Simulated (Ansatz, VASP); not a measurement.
Two plane-wave programs on ZnBH6

```
Zn B H
1.0
     0.00000    3.13543    3.13543
     3.13543    0.00000    3.13543
     3.13543    3.13543    0.00000
Zn B H
1 1 6
Direct
  0.00000 0.00000 0.00000
  0.50000 0.50000 0.50000
  0.71757 0.28243 0.28243
  0.28243 0.71757 0.71757
  0.28243 0.71757 0.28243
  0.71757 0.28243 0.71757
  0.28243 0.28243 0.71757
  0.71757 0.71757 0.28243
```

Alike in both runs: functional PBE; k mesh 6 × 6 × 6; occupations gaussian, width 0.1 eV; no spin polarisation.

Ansatz relaxed the structure, and its values are those at the end. VASP's run is a single point on that final structure, the one shown.

```csv
,VASP,Ansatz
version,VASP 6.6.1,Ansatz 0.2.0
potentials or method,"VASP PAW PBE potentials, release 64 (Zn, B, H), cutoff 520 eV","scalar-relativistic, plane waves, PAW"
valence electrons in the cell,21,21
```

|  | VASP | Ansatz | Ansatz less VASP |
| --- | --- | --- | --- |
| gap on the k mesh at the Fermi level (eV) | none | none | - |
| pressure (GPa) | 0.0 | 0.0 | -0.04 |
| rms of the force components (eV/Å) | 0.025 | 0.019 | -0.0062 |

A gap of «none» marks a metal or a gap that the smearing closes. With one functional, cell and mesh, what is left measures potentials, basis and numerics.
